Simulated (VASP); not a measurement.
Set up this calculation in VASP 6.6.1, as the native input.

| Item | Value |
| --- | --- |
| Task | electric field gradients |
| Functional | PBE |
| Potentials or basis | VASP PAW PBE potentials, release 64 (Pt, Se) |
| Cutoff | 520 eV |
| k mesh | 10 × 10 × 10 |
| Occupations | fermi-dirac, width 0.05 eV |
| Spin | no spin polarisation |
| Dipole correction | no |
| Further INCAR settings | ALGO = Normal; EDIFF = 1e-08; NBANDS = 18 |

The structure of PtSe2 (fluorite type) lies in POSCAR:

```
PtSe2
1.0
    0.0000000000      3.1452373649      3.1452373649
    3.1452373649      0.0000000000      3.1452373649
    3.1452373649      3.1452373649      0.0000000000
Pt Se
1 2
Direct
    0.0000000000      0.0000000000      0.0000000000
    0.2500000000      0.2500000000      0.2500000000
    0.7500000000      0.7500000000      0.7500000000
```

The input as run:

INCAR

```
PREC     = Accurate       # precision mode
ENCUT    = 520            # plane-wave cutoff, eV
EDIFF    = 1E-8           # SCF threshold, eV
ISMEAR   = -1             # smearing method
SIGMA    = 0.05           # smearing width, eV
LREAL    = False          # projectors in reciprocal space
LASPH    = True           # aspherical terms in the spheres
NELM     = 80             # most SCF steps
ALGO     = Normal         # electronic algorithm
ISIF     = 2              # what is computed and relaxed
LWAVE    = False          # write WAVECAR
LCHARG   = False          # write CHGCAR
GGA      = PE             # functional
LEFG     = True         
NBANDS   = 18             # bands
```

KPOINTS

```
Automatic mesh
0
Gamma
  10 10 10
```

Potentials or basis: VASP PAW PBE potentials, release 64 (Pt, Se).

Command:

```console
$ cat potpaw_PBE.64/Pt/POTCAR potpaw_PBE.64/Se/POTCAR > POTCAR
$ mpirun -np 1 vasp_std > vasp.out
```

It gave:

```yaml
Pressure: -0.1 GPa
Band_gap_on_the_k_mesh: zero (bands 11 and 12 overlap by 0.46 eV)
Largest_electric_field_gradient_by_atom: zero within the noise of the run
```

Caveat: spin-orbit coupling is left out, which moves the levels of the heavy elements.

Wall time 52 s on 1 thread of Intel(R) Xeon(R) Platinum 8375C CPU @ 2.90GHz (Ice Lake), with other jobs on the host, peak memory 0.23 GiB.
